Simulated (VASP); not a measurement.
# Sr2Be (I4/mcm) in VASP: relaxation of cell and atoms with PBE

Aim: the relaxation of cell and atoms of Sr2Be with PBE.

Everything below comes from runs of VASP 6.6.1. Logs are shortened: lines on timing, memory, paths and dates and some standing lists are left out, and cuts for length are marked.

### Step 1. The cell of the first run

It takes space group I4/mcm (No. 140, tetragonal). The conventional cell has a = 7.683 Å, b = 7.683 Å, c = 7.233 Å, α = 90.00°, β = 90.00°, γ = 90.00°. Sr (site symmetry m2m) has 4 Be at 3.33 Å and 7 Sr at 3.87 to 4.07 Å within 4.4 Å. Be (site symmetry 422) has 8 Sr at 3.33 Å and 2 Be at 3.62 Å within 4.4 Å.

### Step 2. Relaxation of cell and atoms, PBE

INCAR

```
PREC = Accurate
ENCUT = 600
EDIFF = 1E-7
ISMEAR = 0
SIGMA = 0.1
LREAL = False
LASPH = True
NELM = 120
ALGO = Normal
ISIF = 3
LWAVE = False
LCHARG = False
GGA = PE
IBRION = 2
NSW = 100
EDIFFG = -0.01
GGA_COMPAT = False
NELMIN = 4
```

KPOINTS

```
Automatic mesh
0
Gamma
  8 8 8
```

POSCAR

```
Sr2Be
1.0
   -3.8414493390      3.8414493390      3.6163192543
    3.8414493390     -3.8414493390      3.6163192543
    3.8414493390      3.8414493390     -3.6163192543
Sr Be
4 2
Direct
    0.6870834480      0.1870834480      0.8741668959
    0.1870834480      0.3129165520      0.5000000000
    0.3129165520      0.8129165520      0.1258331041
    0.8129165520      0.6870834480      0.5000000000
    0.2500000000      0.2500000000      0.0000000000
    0.7500000000      0.7500000000      0.0000000000
```

Potentials or basis: VASP PAW PBE potentials, release 64 (Sr_sv, Be).

The run is started by

```sh
$ cat potpaw_PBE.64/Sr_sv/POTCAR potpaw_PBE.64/Be/POTCAR > POTCAR
$ mpirun -np 1 vasp_std > vasp.out
```

OUTCAR:

```text
PREC = Accurate
   ENCUT = 600
   EDIFF = 1E-7
   ISMEAR = 0
   LREAL = False
   LASPH = True
   NELM = 120
   ISIF = 3
   GGA = PE
   IBRION = 2
   NSW = 100
   EDIFFG = -0.01
   NELMIN = 4

 ion  position               nearest neighbor table
   1  0.687  0.187  0.874-   5 3.33   6 3.33   5 3.33   6 3.33   3 3.87   3 3.87   4 3.96   2 3.96
                             4 3.96   2 3.96   3 4.07   4 4.62   2 4.62   2 4.62   4 4.62
   2  0.187  0.313  0.500-   6 3.33   5 3.33   5 3.33   6 3.33   4 3.87   4 3.87   1 3.96   3 3.96
                             3 3.96   1 3.96   4 4.07   1 4.62   3 4.62   1 4.62   3 4.62
   3  0.313  0.813  0.126-   5 3.33   6 3.33   5 3.33   6 3.33   1 3.87   1 3.87   4 3.96   2 3.96
                             4 3.96   2 3.96   1 4.07   4 4.62   2 4.62   4 4.62   2 4.62
   4  0.813  0.687  0.500-   5 3.33   6 3.33   6 3.33   5 3.33   2 3.87   2 3.87   3 3.96   1 3.96
                             1 3.96   3 3.96   2 4.07   3 4.62   1 4.62   1 4.62   3 4.62
   5  0.250  0.250  0.000-   3 3.33   1 3.33   2 3.33   2 3.33   4 3.33   4 3.33   3 3.33   1 3.33

   6  0.750  0.750  0.000-   3 3.33   1 3.33   4 3.33   4 3.33   2 3.33   2 3.33   1 3.33   3 3.33

  LATTYP: Found a body centered tetragonal cell.
 ALAT       =     7.6828986780
 C/A-ratio  =     0.9413944934

  Lattice vectors:

 A1 = (  -3.8414493390,   3.8414493390,   3.6163192543)
 A2 = (   3.8414493390,  -3.8414493390,   3.6163192543)
 A3 = (   3.8414493390,   3.8414493390,  -3.6163192543)

Analysis of symmetry for initial positions (statically):
=====================================================================
 Subroutine PRICEL returns:
 Original cell was already a primitive cell.

 Routine SETGRP: Setting up the symmetry group for a
 body centered tetragonal supercell.

 Subroutine GETGRP returns: Found 16 space group operations
 (whereof  8 operations were pure point group operations)
 out of a pool of 16 trial point group operations.

The static configuration has the point symmetry C_4h.
 The point group associated with its full space group is D_4h.

Analysis of symmetry for dynamics (positions and initial velocities):
=====================================================================
 Subroutine PRICEL returns:
 Original cell was already a primitive cell.

 Routine SETGRP: Setting up the symmetry group for a
 body centered tetragonal supercell.

 Subroutine GETGRP returns: Found 16 space group operations
 (whereof  8 operations were pure point group operations)
 out of a pool of 16 trial point group operations.

The dynamic configuration has the point symmetry C_4h.
 The point group associated with its full space group is D_4h.

 Subroutine INISYM returns: Found 16 space group operations
 (whereof  8 operations are pure point group operations),
 and found     1 'primitive' translations

----------------------------------------------------------------------------------------

                                     Primitive cell

  volume of cell :     213.4602

  direct lattice vectors                    reciprocal lattice vectors
    -3.841449339  3.841449339  3.616319254     0.000000000  0.130159207  0.138262129
     3.841449339 -3.841449339  3.616319254     0.130159207  0.000000000  0.138262129
     3.841449339  3.841449339 -3.616319254     0.130159207  0.130159207  0.000000000

  length of vectors
     6.526195752  6.526195752  6.526195752     0.189889009  0.189889009  0.184072916

  position of ions in fractional coordinates (direct lattice)
     0.687083448  0.187083448  0.874166896
     0.187083448  0.312916552  0.500000000
     0.312916552  0.812916552  0.125833104
     0.812916552  0.687083448  0.500000000
     0.250000000  0.250000000  0.000000000
     0.750000000  0.750000000  0.000000000

  ion indices of the primitive-cell ions
   primitive index   ion index
                 1           1
                 2           2
                 3           3
                 4           4
                 5           5
                 6           6

----------------------------------------------------------------------------------------

 KPOINTS: Automatic mesh

Automatic generation of k-mesh.
 Grid dimensions read from file:
 generate k-points for:    8    8    8

 Generating k-lattice:

  Cartesian coordinates                     Fractional coordinates (reciprocal lattice)
     0.000000000  0.016269901  0.017282766     0.125000000  0.000000000  0.000000000
     0.016269901  0.000000000  0.017282766     0.000000000  0.125000000  0.000000000
     0.016269901  0.016269901  0.000000000     0.000000000  0.000000000  0.125000000

  Length of vectors
     0.023736126  0.023736126  0.023009114

  Shift w.r.t. Gamma in fractional coordinates (k-lattice)
     0.000000000  0.000000000  0.000000000

 Subroutine IBZKPT returns following result:
 ===========================================

 Found     59 irreducible k-points:

 Following reciprocal coordinates:
            Coordinates               Weight
  0.000000  0.000000  0.000000      1.000000
  0.125000  0.000000  0.000000      8.000000
  0.250000  0.000000  0.000000      8.000000
  0.375000  0.000000  0.000000      8.000000
  0.500000  0.000000  0.000000      4.000000
  0.125000  0.125000  0.000000      8.000000
[... 16 lines left out ...]
  0.250000  0.125000  0.125000     16.000000
  0.375000  0.125000  0.125000      8.000000
 [... further k-points ...]
   k-points           NKPTS =     59   k-points in BZ     NKDIM =     59   number of bands    NBANDS=     26
   number of dos      NEDOS =    301   number of ions     NIONS =      6
   total plane-waves  NPLWV = 157464
   dimension x,y,z NGX =    54 NGY =   54 NGZ =   54
   dimension x,y,z NGXF=   108 NGYF=  108 NGZF=  108
   ions per type =               4   2
   NGX,Y,Z   is equivalent  to a cutoff of  13.76, 13.76, 13.76 a.u.
   NGXF,Y,Z  is equivalent  to a cutoff of  27.51, 27.51, 27.51 a.u.
 SYSTEM =  unknown system
   PREC   = accura    normal or accurate (medium, high low for compatibility)
   ISTART =      0    job   : 0-new  1-cont  2-samecut
   ICHARG =      2    charge: 1-file 2-atom 10-const
   ISPIN  =      1    spin polarized calculation?
   LNONCOLLINEAR =      F non collinear calculations
   LSORBIT =      F    spin-orbit coupling
   LASPH  =      T    aspherical Exc in radial PAW
   ENCUT  =  600.0 eV  44.10 Ry    6.64 a.u.  13.03 13.03 13.03*2*pi/ulx,y,z
   NELM   =    120;   NELMIN=  4; NELMDL= -5     # of ELM steps
   EDIFF  = 0.1E-06   stopping-criterion for ELM
   LREAL  =      F    real-space projection
   EDIFFG = -.1E-01   stopping-criterion for IOM
   NSW    =    100    number of steps for IOM
   IBRION =      2    ionic relax: 0-MD 1-quasi-New 2-CG
   NFREE  =      1    steps in history (QN), initial steepest desc. (CG)
   ISIF   =      3    stress and relaxation
   ISYM   =      2    0-nonsym 1-usesym 2-fastsym
   POTIM  = 0.5000    time-step for ionic-motion
   TEBEG  =    0.0;   TEEND  =   0.0 temperature during run
   PSTRESS=    0.0 pullay stress
   NELECT =      44.0000    total number of electrons
   NUPDOWN=      -1.0000    fix difference up-down
   EMIN   =  10.00;   EMAX   =-10.00  energy-range for DOS
   EFERMI =   0.00;   METHOD = LEGACY
   ISMEAR =     0;   SIGMA  =   0.10  broadening in eV -4-tet -1-fermi 0-gaus
   EFERMI_NEDOS =   21; number of points for ismear=-14 and -15
   IALGO  =     38    algorithm
   IMIX   =      4    mixing-type and parameters
     AMIX     =   0.40;   BMIX     =  1.00
     AMIX_MAG =   1.60;   BMIX_MAG =  1.00
  volume/ion in A,a.u.               =      35.58       240.08
  Fermi-wavevector in a.u.,A,eV,Ry     =   0.967060  1.827478 12.724236  0.935205
  Thomas-Fermi vector in A             =   2.096914
   LORBIT       =      0    0 simple, 1 ext, 2 COOP (PROOUT), +10 PAW based schemes
   GGA     = PE    functional components
   LHFCALC =     F    Hartree Fock is set to
   AEXX    =    0.0000 exact exchange contribution
   IVDW    =     0    specifies the selected vdW correction
   LEPSILON=     F    determine dielectric tensor
   LRPA    =     F    only Hartree local field effects (RPA)
 conjugate gradient relaxation of ions
 non-spin polarized calculation
 Gauss-broadening in eV      SIGMA  =   0.10
  energy-cutoff  :      600.00
  volume of cell :      213.46
 maximum number of plane-waves:      7166
 NGX is ok and might be reduce to    54
   NGX = 27   NGY = 27   NGZ = 27

--------------------------------------- Ionic step        1  -------------------------------------------

 number of electron      44.0000000 magnetization

 Free energy of the ion-electron system (eV)
  ---------------------------------------------------
  ext. energy  EPLUGINS =         0.00000000
  ---------------------------------------------------
  free energy    TOTEN  =       -11.68682788 eV

  energy without entropy =      -11.64981170  energy(sigma->0) =      -11.66831979

------------------------ aborting loop because EDIFF is reached ----------------------------------------

  FORCE on cell =-STRESS in cart. coord.  units (eV):
  Direction    XX          YY          ZZ          XY          YZ          ZX
  --------------------------------------------------------------------------------------
  -------------------------------------------------------------------------------------
  Total        0.6119048      0.6119048     -0.3692697      0.0000000      0.0000000      0.0000000
  in kB        4.5927991      4.5927991     -2.7716433      0.0000000      0.0000000      0.0000000
  external PRESSURE =       2.1379850 kB  Pullay stress =       0.0000000 kB
[... 265 lines left out ...]
  energy  without entropy=      -11.6604479671  energy(sigma->0) =      -11.67793945

--------------------------------------- Ionic step        8  -------------------------------------------

 number of electron      44.0000000 magnetization

 Free energy of the ion-electron system (eV)
  ---------------------------------------------------
  ext. energy  EPLUGINS =         0.00000000
  ---------------------------------------------------
  free energy    TOTEN  =       -11.69556877 eV

  energy without entropy =      -11.66057292  energy(sigma->0) =      -11.67807085

 E-fermi :   1.9908     XC(G=0):  -7.9834

 val. band max:        1.9892442623   @ k =   0.5000   0.5000   0.2500
 cond. band min:       1.9931857136   @ k =   0.1250   0.0000   0.0000
 fundamental gap:      0.0039414513
 Fermi energy:         1.9907669268

 k-point     1 :       0.0000    0.0000    0.0000
  band No.  band energies     occupation
      1     -34.0220      2.00000
      2     -33.9961      2.00000
      3     -33.9857      2.00000
      4     -33.9857      2.00000
      5     -16.2307      2.00000
      6     -16.1208      2.00000
[... 685 lines left out ...]
     25       2.8676      0.00000
     26       2.8676      0.00000

 [... further k-points ...]

------------------------ aborting loop because EDIFF is reached ----------------------------------------

  FORCE on cell =-STRESS in cart. coord.  units (eV):
  Direction    XX          YY          ZZ          XY          YZ          ZX
  --------------------------------------------------------------------------------------
  -------------------------------------------------------------------------------------
  Total        0.0197875      0.0197875      0.0042442      0.0000000      0.0000000     -0.0000000
  in kB        0.1470602      0.1470602      0.0315428      0.0000000      0.0000000     -0.0000000
  external PRESSURE =       0.1085544 kB  Pullay stress =       0.0000000 kB
[... 21 lines left out ...]
  FREE ENERGIE OF THE ION-ELECTRON SYSTEM (eV)
  ---------------------------------------------------
  free  energy   TOTEN  =       -11.6955687717 eV

  energy  without entropy=      -11.6605729229  energy(sigma->0) =      -11.67807085

 reached required accuracy - stopping structural energy minimisation
```

Run time: 30 min. Hardware: 1 thread of Intel Xeon Platinum 8488C (Sapphire Rapids), shared host; peak memory 0.66 GiB.

What came out:

* Free energy: -11.6956 eV
* Relaxed volume: 35.93 Å³/atom
* Relaxed cell: a = 6.552 Å, b = 6.552 Å, c = 6.552 Å, α = 107.34°, β = 107.34°, γ = 113.83°
* Space group after relaxing (to 0.1 Å): I4/mcm (No. 140)
* Energy gained by relaxing: 1.5 meV/atom
* Ionic steps: 8
* Pressure after relaxing: 0.0 GPa
* Largest force after relaxing: 0.008 eV/Å
* Band gap on the k mesh: zero (bands 22 and 23 overlap by 0.35 eV)

Forces on the atoms (eV/Å):
```
Sr  -0.006 -0.006  0.000
Sr   0.006 -0.006  0.000
Sr   0.006  0.006  0.000
Sr  -0.006  0.006  0.000
Be   0.000  0.000  0.000
Be   0.000  0.000  0.000
```

The path:
| step | energy change (eV) | largest force (eV/Å) | pressure (GPa) | volume (Å³) |
| --- | --- | --- | --- | --- |
| 1 | 0.0000 | 0.0113 | 0.21 | 213.46 |
| 2 | -0.0055 | 0.0012 | 0.07 | 214.93 |
| 3 | -0.0080 | 0.0117 | -0.09 | 216.74 |
| 4 | -0.0085 | 0.0136 | -0.03 | 216.06 |
| 5 | -0.0085 | 0.0148 | 0.00 | 215.65 |
| 6 | -0.0085 | 0.0148 | 0.00 | 215.67 |
| 7 | -0.0086 | 0.0132 | 0.00 | 215.65 |
| 8 | -0.0087 | 0.0084 | 0.01 | 215.58 |

Final structure:
```
CELL_PARAMETERS angstrom
-3.88188 3.88188 3.57653
3.88188 -3.88188 3.57653
3.88188 3.88188 -3.57653
ATOMIC_POSITIONS crystal
Sr 0.68672 0.18672 0.87345
Sr 0.18672 0.31328 0.50000
Sr 0.31328 0.81328 0.12655
Sr 0.81328 0.68672 0.50000
Be 0.25000 0.25000 0.00000
Be 0.75000 0.75000 0.00000
```
